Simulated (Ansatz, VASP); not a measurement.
## TiC: VASP beside Ansatz

File POSCAR:

```
TiC
1.0
    0.0000000000      2.1657188437      2.1657188437
    2.1657188437      0.0000000000      2.1657188437
    2.1657188437      2.1657188437      0.0000000000
Ti C
1 1
Direct
    0.0000000000      0.0000000000      0.0000000000
    0.5000000000      0.5000000000      0.5000000000
```

INCAR.step1

```
PREC     = Accurate       # precision mode
ENCUT    = 520            # plane-wave cutoff, eV
EDIFF    = 1E-5           # SCF threshold, eV
ISMEAR   = -1             # smearing method
SIGMA    = 0.05           # smearing width, eV
LREAL    = False          # projectors in reciprocal space
LASPH    = True           # aspherical terms in the spheres
NELM     = 80             # most SCF steps
ALGO     = Normal         # electronic algorithm
ISIF     = 2              # what is computed and relaxed
LWAVE    = True           # write WAVECAR
LCHARG   = False          # write CHGCAR
NBANDS   = 15             # bands
GGA      = PE             # functional
```

The input INCAR.step2:

```
PREC     = Accurate       # precision mode
ENCUT    = 520            # plane-wave cutoff, eV
EDIFF    = 1E-7           # SCF threshold, eV
ISMEAR   = -1             # smearing method
SIGMA    = 0.05           # smearing width, eV
LREAL    = False          # projectors in reciprocal space
LASPH    = True           # aspherical terms in the spheres
NELM     = 80             # most SCF steps
ALGO     = Normal         # electronic algorithm
ISIF     = 2              # what is computed and relaxed
LWAVE    = False          # write WAVECAR
LCHARG   = False          # write CHGCAR
GGA      = PS             # functional
LHFCALC  = True           # exact exchange
AEXX     = 0.25           # exact-exchange fraction
HFSCREEN = 0.207          # screening, 1/A
PRECFOCK = Normal       
NBANDS   = 15             # bands
ISTART   = 1
```

File KPOINTS:

```
Automatic mesh
0
Gamma
  6 6 6
```

Contents of input.yaml:

```yaml
crystal:
  lattice:
    - [0.0, 2.1657188437, 2.1657188437]
    - [2.1657188437, 0.0, 2.1657188437]
    - [2.1657188437, 2.1657188437, 0.0]
  atoms:
    - { symbol: Ti, position: [0.0, 0.0, 0.0] }
    - { symbol: C, position: [0.5, 0.5, 0.5] }
hamiltonian:
  xc:
    exchange: hjs_pbesol
    correlation: pbesol
    exx: { coeff: 0.25, omega: 0.207 }
  pseudopotentials: { kind: paw }
kpoints:
  mp_grid: { grid: [6, 6, 6] }
  band_path:
    path:
      - [[0.0, 0.0, 0.0], [0.5, 0.0, 0.5], [0.5, 0.25, 0.75], [0.375, 0.375, 0.75], [0.0, 0.0, 0.0], [0.5, 0.5, 0.5], [0.625, 0.25, 0.625], [0.5, 0.25, 0.75], [0.5, 0.5, 0.5], [0.375, 0.375, 0.75]]
      - [[0.625, 0.25, 0.625], [0.5, 0.0, 0.5]]
    npoints: 4
scf:
  occupations: { method: fermi_dirac, width: 0.05 }
  n_extra_bands: 6
output:
  forces: true
  stress: true
  eigenvalues: true
  fatbands: false
```

Alike in both runs: functional PBEsol-based screened hybrid with a share of 0.25 of exact exchange and HFSCREEN = 0.207; k mesh 6 × 6 × 6; occupations fermi-dirac, width 0.05 eV; no spin polarisation.

|  | VASP | Ansatz |
| --- | --- | --- |
| version | VASP 6.6.1 | Ansatz 0.2.0 |
| potentials or method | VASP PAW PBE potentials, release 64 (Ti_sv, C) | Ansatz PAW |
| plane-wave cutoff (eV) | 520 | 420 |
| valence electrons in the cell | 16 | 16 |
| task | single point | band structure |

```csv
,VASP,Ansatz,Ansatz less VASP
gap on the k mesh at the Fermi level (eV),none,none,-
pressure (GPa),-9.5,-9.5,-0.05
```

VASP's potentials were made for PBE, not for PBEsol-based screened hybrid. A gap of «none» marks a metal or a gap that the smearing closes.

The k mesh is coarse, so the values compare programs but aren't converged.
